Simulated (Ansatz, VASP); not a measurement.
**HfIrC2 in VASP and in Ansatz**

```xyz
4
Lattice="3.6791 0.0000 0.0000 -1.8396 3.1862 0.0000 0.0000 0.0000 5.0772" Properties=species:S:1:pos:R:3 pbc="T T T"
Hf    0.0000    0.0000    0.0000
Ir    0.0000    0.0000    2.5386
C     0.0000    2.1241    0.0000
C     1.8396    1.0621    0.0000
```

Alike in both runs: task relaxation of cell and atoms; functional PBE; k mesh 6 × 6 × 4; occupations gaussian, width 0.1 eV; no spin polarisation.

|  | VASP | Ansatz |
| --- | --- | --- |
| version | VASP 6.6.1 | Ansatz 0.2.0 |
| potentials or method | VASP PAW PBE potentials, release 64 (Hf_pv, Ir, C), cutoff 600 eV | scalar-relativistic, plane waves, PAW |
| valence electrons in the cell | 27 | 51 |

VASP gave:

| Item | Value |
| --- | --- |
| gap on the k mesh at the Fermi level, each at its own relaxed structure (eV) | none |
| relaxed volume (Å³/atom) | 17.02 |
| relaxed cell length with the largest relative difference (Å) | 5.116 |

Task: Which values does Ansatz return?

Result: gap on the k mesh at the Fermi level, each at its own relaxed structure (eV): none; relaxed volume (Å³/atom): 17.09; relaxed cell length with the largest relative difference (Å): 5.130.

A gap of «none» marks a metal or a gap that the smearing closes. VASP's potentials hold 27 valence electrons a cell and Ansatz's 51, so a difference there can come from the potentials and not from the codes.

Spin-orbit coupling is off throughout.
